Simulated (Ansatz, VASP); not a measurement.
One calculation of GaAs, two programs

INCAR

```
SYSTEM = GaAs
  PREC = Accurate
  ENCUT = 520
  EDIFF = 1E-7
  ISMEAR = -1
  SIGMA = 0.02
  LREAL = .FALSE.
  LASPH = .TRUE.
  NELM = 60
  ALGO = Normal
  ISIF = 2
  LWAVE = .FALSE.
  LCHARG = .FALSE.
  GGA = PE
  IBRION = 2
  NSW = 80
  EDIFFG = -0.02
```

The input KPOINTS:

```
Automatic mesh
0
G
  13 13 13
  0 0 0
```

The input POSCAR:

```
GaAs
1.0
    0.0000000000      2.7691429914      2.7691429914
    2.7691429914      0.0000000000      2.7691429914
    2.7691429914      2.7691429914      0.0000000000
Ga As
1 1
Direct
    0.0000000000      0.0000000000      0.0000000000
    0.2500000000      0.2500000000      0.2500000000
```

Input for Ansatz:

```yaml
crystal:
  lattice:
    - [0.0, 2.7691429914, 2.7691429914]
    - [2.7691429914, 0.0, 2.7691429914]
    - [2.7691429914, 2.7691429914, 0.0]
  atoms:
    - { symbol: Ga, position: [0.0, 0.0, 0.0] }
    - { symbol: As, position: [0.25, 0.25, 0.25] }
kpoints:
  mp_grid: { grid: [13, 13, 13] }
scf:
  occupations: { method: fermi_dirac, width: 0.02 }
hamiltonian:
  xc: pbe
  pseudopotentials: { kind: paw, frozen_core: stored }
output:
  forces: true
  stress: true
  populations: true
  efg: { quadrupole_moments_barn: { Ga: 0.107, As: 0.311 } }
  write_density: true
  write_potential: true
  elf: true
  volumetric_format: npy
relax:
  f_tol: 0.02
  max_steps: 60
```

Change from the starting cell: volume scaled by 0.94, ions relaxed.

Alike in both runs: task relaxation of the atoms; functional PBE; k mesh 13 × 13 × 13; occupations fermi-dirac, width 0.02 eV; no spin polarisation.

```csv
,VASP,Ansatz
version,VASP 6.6.1,Ansatz 0.2.0
potentials or method,"VASP PAW PBE potentials, release 64 (Ga_d, As)","plane-wave PAW, scalar-relativistic"
plane-wave cutoff (eV),520,420
valence electrons in the cell,18,28
```

```csv
,VASP,Ansatz,Ansatz less VASP
"gap on the k mesh at the Fermi level, each at its own relaxed structure (eV)",1.00,0.99,-0.008
```

VASP's potentials hold 18 valence electrons a cell and Ansatz's 28, so a difference there can come from the potentials and not from the codes. Ansatz's warnings: stress scf threshold loose.

Noted on VASP's run: the relaxation stopped at its first step, so nothing moved.
